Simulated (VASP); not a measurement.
# MgO2 (R-3m) in VASP: single point with PBEsol

Aim: the single point of MgO2 with PBEsol.

All numbers are computed with VASP 6.6.1; they aren't measurements. Logs are shortened: lines on timing, memory, paths and dates and some standing lists are left out, and cuts for length are marked.

## 1. The cell of the first run

The structure is trigonal, space group R-3m (No. 166). The conventional cell has a = 3.210 Å, b = 3.210 Å, c = 10.482 Å, α = 90.00°, β = 90.00°, γ = 120.00°. Mg (site symmetry -3m) has 6 O at 2.11 Å within 2.8 Å. O (site symmetry 3m) has 1 O at 1.49 Å within 2.0 Å.

## 2. Single point, PBEsol

File INCAR:

```
PREC = Accurate
ENCUT = 520
EDIFF = 1E-7
ISMEAR = 0
SIGMA = 0.1
LREAL = F
LASPH = T
NELM = 100
ALGO = Normal
ISIF = 2
LWAVE = F
LCHARG = T
GGA = PS
LELF = T
LVHAR = T
NBANDS = 14
```

File KPOINTS:

```
Automatic mesh
0
Gamma
  9 9 9
```

File POSCAR:

```
MgO2
1.0
    1.6047610000      0.9265090000      3.4939790000
   -1.6047610000      0.9265090000      3.4939790000
    0.0000000000     -1.8530180000      3.4939790000
Mg O
1 2
Direct
    0.0000000000      0.0000000000      0.0000000000
    0.4287860000      0.4287860000      0.4287860000
    0.5712140000      0.5712140000      0.5712140000
```

Potentials or basis: VASP PAW PBE potentials, release 64 (Mg, O).

Command:

```bash
cat potpaw_PBE.64/Mg/POTCAR potpaw_PBE.64/O/POTCAR > POTCAR
mpirun -np 1 vasp_std > vasp.out
```

OUTCAR:

```text
PREC = Accurate
   ENCUT = 520
   EDIFF = 1E-7
   ISMEAR = 0
   LREAL = F
   LASPH = T
   NELM = 100
   ISIF = 2
   GGA = PS

 ion  position               nearest neighbor table
   1  0.000  0.000  0.000-   3 2.11   2 2.11   3 2.11   3 2.11   2 2.11   2 2.11
   2  0.429  0.429  0.429-   3 1.49   1 2.11   1 2.11   1 2.11
   3  0.571  0.571  0.571-   2 1.49   1 2.11   1 2.11   1 2.11

  LATTYP: Found a trigonal (rhomboedric) cell.
 ALAT       =     3.9549419777
 COS(alpha) =     0.6707161087

  Lattice vectors:

 A1 = (   1.6047610000,   0.9265090000,   3.4939790000)
 A2 = (  -1.6047610000,   0.9265090000,   3.4939790000)
 A3 = (   0.0000000000,  -1.8530180000,   3.4939790000)

Analysis of symmetry for initial positions (statically):
=====================================================================
 Subroutine PRICEL returns:
 Original cell was already a primitive cell.

 Routine SETGRP: Setting up the symmetry group for a
 trigonal (rhombohedral) supercell.

 Subroutine GETGRP returns: Found 12 space group operations
 (whereof 12 operations were pure point group operations)
 out of a pool of 12 trial point group operations.

The static configuration has the point symmetry D_3d.

Analysis of symmetry for dynamics (positions and initial velocities):
=====================================================================
 Subroutine PRICEL returns:
 Original cell was already a primitive cell.

 Routine SETGRP: Setting up the symmetry group for a
 trigonal (rhombohedral) supercell.

 Subroutine GETGRP returns: Found 12 space group operations
 (whereof 12 operations were pure point group operations)
 out of a pool of 12 trial point group operations.

The dynamic configuration has the point symmetry D_3d.

 Subroutine INISYM returns: Found 12 space group operations
 (whereof 12 operations are pure point group operations),
 and found     1 'primitive' translations

----------------------------------------------------------------------------------------

                                     Primitive cell

  volume of cell :      31.1696

  direct lattice vectors                    reciprocal lattice vectors
     1.604761000  0.926509000  3.493979000     0.311572876  0.179886722  0.095402214
    -1.604761000  0.926509000  3.493979000    -0.311572876  0.179886722  0.095402214
     0.000000000 -1.853018000  3.493979000     0.000000000 -0.359773443  0.095402214

  length of vectors
     3.954941978  3.954941978  3.954941840     0.372207566  0.372207566  0.372207621

  position of ions in fractional coordinates (direct lattice)
     0.000000000  0.000000000  0.000000000
     0.428786000  0.428786000  0.428786000
     0.571214000  0.571214000  0.571214000

  ion indices of the primitive-cell ions
   primitive index   ion index
                 1           1
                 2           2
                 3           3

----------------------------------------------------------------------------------------

 KPOINTS: Automatic mesh

Automatic generation of k-mesh.
 Grid dimensions read from file:
 generate k-points for:    9    9    9

 Generating k-lattice:

  Cartesian coordinates                     Fractional coordinates (reciprocal lattice)
     0.034619208  0.019987414  0.010600246     0.111111111  0.000000000  0.000000000
    -0.034619208  0.019987414  0.010600246     0.000000000  0.111111111  0.000000000
     0.000000000 -0.039974827  0.010600246     0.000000000  0.000000000  0.111111111

  Length of vectors
     0.041356396  0.041356396  0.041356402

  Shift w.r.t. Gamma in fractional coordinates (k-lattice)
     0.000000000  0.000000000  0.000000000

 Subroutine IBZKPT returns following result:
 ===========================================

 Found     85 irreducible k-points:

 Following reciprocal coordinates:
            Coordinates               Weight
  0.000000  0.000000  0.000000      1.000000
  0.111111 -0.000000  0.000000      6.000000
  0.222222 -0.000000  0.000000      6.000000
  0.333333 -0.000000  0.000000      6.000000
  0.444444 -0.000000  0.000000      6.000000
  0.111111  0.111111  0.000000      6.000000
[... 16 lines left out ...]
 -0.333333  0.333333  0.000000      6.000000
  0.444444  0.444444  0.000000      6.000000
 [... further k-points ...]
   k-points           NKPTS =     85   k-points in BZ     NKDIM =     85   number of bands    NBANDS=     14
   number of dos      NEDOS =    301   number of ions     NIONS =      3
   total plane-waves  NPLWV =  27000
   dimension x,y,z NGX =    30 NGY =   30 NGZ =   30
   dimension x,y,z NGXF=    60 NGYF=   60 NGZF=   60
   ions per type =               1   2
   NGX,Y,Z   is equivalent  to a cutoff of  12.61, 12.61, 12.61 a.u.
   NGXF,Y,Z  is equivalent  to a cutoff of  25.22, 25.22, 25.22 a.u.
 SYSTEM =  unknown system
   PREC   = accura    normal or accurate (medium, high low for compatibility)
   ISTART =      0    job   : 0-new  1-cont  2-samecut
   ICHARG =      2    charge: 1-file 2-atom 10-const
   ISPIN  =      1    spin polarized calculation?
   LNONCOLLINEAR =      F non collinear calculations
   LSORBIT =      F    spin-orbit coupling
   LASPH  =      T    aspherical Exc in radial PAW
   ENCUT  =  520.0 eV  38.22 Ry    6.18 a.u.   7.35  7.35  7.35*2*pi/ulx,y,z
   NELM   =    100;   NELMIN=  2; NELMDL= -5     # of ELM steps
   EDIFF  = 0.1E-06   stopping-criterion for ELM
   LREAL  =      F    real-space projection
   EDIFFG = 0.1E-05   stopping-criterion for IOM
   NSW    =      0    number of steps for IOM
   IBRION =     -1    ionic relax: 0-MD 1-quasi-New 2-CG
   NFREE  =      0    steps in history (QN), initial steepest desc. (CG)
   ISIF   =      2    stress and relaxation
   ISYM   =      2    0-nonsym 1-usesym 2-fastsym
   POTIM  = 0.5000    time-step for ionic-motion
   TEBEG  =    0.0;   TEEND  =   0.0 temperature during run
   PSTRESS=    0.0 pullay stress
   NELECT =      14.0000    total number of electrons
   NUPDOWN=      -1.0000    fix difference up-down
   EMIN   =  10.00;   EMAX   =-10.00  energy-range for DOS
   EFERMI =   0.00;   METHOD = LEGACY
   ISMEAR =     0;   SIGMA  =   0.10  broadening in eV -4-tet -1-fermi 0-gaus
   EFERMI_NEDOS =   21; number of points for ismear=-14 and -15
   IALGO  =     38    algorithm
   IMIX   =      4    mixing-type and parameters
     AMIX     =   0.40;   BMIX     =  1.00
     AMIX_MAG =   1.60;   BMIX_MAG =  1.00
  volume/ion in A,a.u.               =      10.39        70.11
  Fermi-wavevector in a.u.,A,eV,Ry     =   1.253739  2.369222 21.386460  1.571860
  Thomas-Fermi vector in A             =   2.387577
   LORBIT       =      0    0 simple, 1 ext, 2 COOP (PROOUT), +10 PAW based schemes
   GGA     = PS    functional components
   LHFCALC =     F    Hartree Fock is set to
   AEXX    =    0.0000 exact exchange contribution
   IVDW    =     0    specifies the selected vdW correction
   LEPSILON=     F    determine dielectric tensor
   LRPA    =     F    only Hartree local field effects (RPA)
 non-spin polarized calculation
 Gauss-broadening in eV      SIGMA  =   0.10
  energy-cutoff  :      520.00
  volume of cell :       31.17
 maximum number of plane-waves:       851
 NGX is ok and might be reduce to    30
   NGX = 15   NGY = 15   NGZ = 15

 number of electron      14.0000001 magnetization

 Free energy of the ion-electron system (eV)
  ---------------------------------------------------
  ext. energy  EPLUGINS =         0.00000000
  ---------------------------------------------------
  free energy    TOTEN  =       -17.20625050 eV

  energy without entropy =      -17.20625050  energy(sigma->0) =      -17.20625050

 E-fermi :   3.1263     XC(G=0): -10.4417

 val. band max:        2.5743284981   @ k =   0.4444   0.4444   0.3333
 cond. band min:       4.8532839364   @ k =   0.4444   0.4444   0.4444
 fundamental gap:      2.2789554382
 Fermi energy:         3.1262616328

 k-point     1 :       0.0000    0.0000    0.0000
  band No.  band energies     occupation
      1     -18.6665      2.00000
      2     -11.8848      2.00000
      3      -5.1174      2.00000
      4      -0.7335      2.00000
      5      -0.7335      2.00000
      6       1.7781      2.00000
      7       1.7781      2.00000
      8       7.0649      0.00000
      9       7.3682      0.00000
     10      14.5697      0.00000
     11      16.3961      0.00000
     12      17.2642      0.00000
     13      17.2642      0.00000
     14      19.0075      0.00000

 k-point     2 :       0.1111   -0.0000    0.0000
  band No.  band energies     occupation
      1     -18.6112      2.00000
      2     -11.9199      2.00000
      3      -5.0276      2.00000
      4      -1.0807      2.00000
      5      -0.7752      2.00000
      6       1.6931      2.00000
      7       1.7227      2.00000
      8       7.1972      0.00000
      9       7.6957      0.00000
     10      14.6187      0.00000
     11      16.1261      0.00000
     12      16.6018      0.00000
     13      17.6021      0.00000
     14      18.4719      0.00000

 k-point     3 :       0.2222   -0.0000    0.0000
  band No.  band energies     occupation
      1     -18.4670      2.00000
      2     -12.0092      2.00000
      3      -4.7933      2.00000
      4      -1.8763      2.00000
      5      -0.8777      2.00000
      6       1.5362      2.00000
      7       1.5847      2.00000
      8       7.1380      0.00000
      9       8.7934      0.00000
     10      14.5086      0.00000
     11      14.8358      0.00000
     12      16.9343      0.00000
     13      17.5658      0.00000
     14      18.5544      0.00000
[... 324 lines left out ...]
 k-point    23 :      -0.3333    0.3333    0.0000
  band No.  band energies     occupation
      1     -18.0629      2.00000
      2     -12.3542      2.00000
      3      -3.9094      2.00000
      4      -2.5543      2.00000
      5      -2.2544      2.00000
      6       0.8588      2.00000
      7       1.5389      2.00000
      8       6.5444      0.00000
      9      12.2018      0.00000
     10      13.1461      0.00000
     11      14.9777      0.00000
     12      16.6000      0.00000
     13      16.8241      0.00000
     14      19.0802      0.00000

 k-point    24 :       0.4444    0.4444    0.0000
  band No.  band energies     occupation
      1     -18.0641      2.00000
      2     -12.5936      2.00000
      3      -3.5333      2.00000
      4      -2.7101      2.00000
      5      -1.7263      2.00000
      6       0.4517      2.00000
      7       2.4447      2.00000
      8       6.0726      0.00000
      9      10.3037      0.00000
     10      13.3951      0.00000
     11      14.6385      0.00000
     12      15.4934      0.00000
     13      18.2358      0.00000
     14      22.6654      0.00000

 [... further k-points ...]
[... 5 lines left out ...]
  --------------------------------------------------------------------------------------
  -------------------------------------------------------------------------------------
  Total       -0.8663851     -0.8663847     -1.1944049      0.0000000      0.0000000      0.0000000
  in kB      -44.5338249    -44.5338062    -61.3946621      0.0000000      0.0000000      0.0000000
  external PRESSURE =     -50.1540977 kB  Pullay stress =       0.0000000 kB

 VOLUME and BASIS-vectors are now :
 -----------------------------------------------------------------------------
  energy-cutoff  :      520.00
  volume of cell :       31.17
      direct lattice vectors                 reciprocal lattice vectors
     1.604761000  0.926509000  3.493979000     0.311572876  0.179886722  0.095402214
    -1.604761000  0.926509000  3.493979000    -0.311572876  0.179886722  0.095402214
     0.000000000 -1.853018000  3.493979000     0.000000000 -0.359773443  0.095402214

 POSITION                                       TOTAL-FORCE (eV/Angst)
 -----------------------------------------------------------------------------------
      0.00000      0.00000      0.00000         0.000000      0.000000     -0.000000
      0.00000      0.00000      4.49451        -0.000000     -0.000000      0.121720
      0.00000      0.00000      5.98743        -0.000000      0.000000     -0.121720
 -----------------------------------------------------------------------------------
    total drift:                                0.000000     -0.000000      0.000000

  FREE ENERGIE OF THE ION-ELECTRON SYSTEM (eV)
  ---------------------------------------------------
  free  energy   TOTEN  =       -17.2062504987 eV

  energy  without entropy=      -17.2062504987  energy(sigma->0) =      -17.20625050
```

Wall time 40 s (1 thread of Intel Xeon Platinum 8375C at 2.90GHz (Ice Lake), shared host); peak memory 0.19 GiB.

What came out:

| Item | Value |
| --- | --- |
| Free energy | -17.2063 eV |
| Pressure | -5.0 GPa |
| Largest force | 0.122 eV/Å |
| Band gap on the k mesh | 2.28 eV, indirect (the least direct gap lies 4.9 meV higher) |

Forces on the atoms (eV/Å):
```
Mg   0.000  0.000  0.000
O    0.000  0.000  0.122
O    0.000  0.000 -0.122
```

Stress tensor (GPa, compression positive):
```
-4.45  0.00  0.00
 0.00 -4.45  0.00
 0.00  0.00 -6.14
```

Levels at points of the mesh, in eV from the valence-band top:
```csv
k point,band 5,band 6,band 7,band 8,band 9,band 10
"(0.00, 0.00, 0.00)",-3.31,-0.80,-0.80,4.49,4.79,12.00
```

Caveat: the PAW data sets were made with another functional, which shifts forces and pressure a little. A k mesh can miss the band edges.
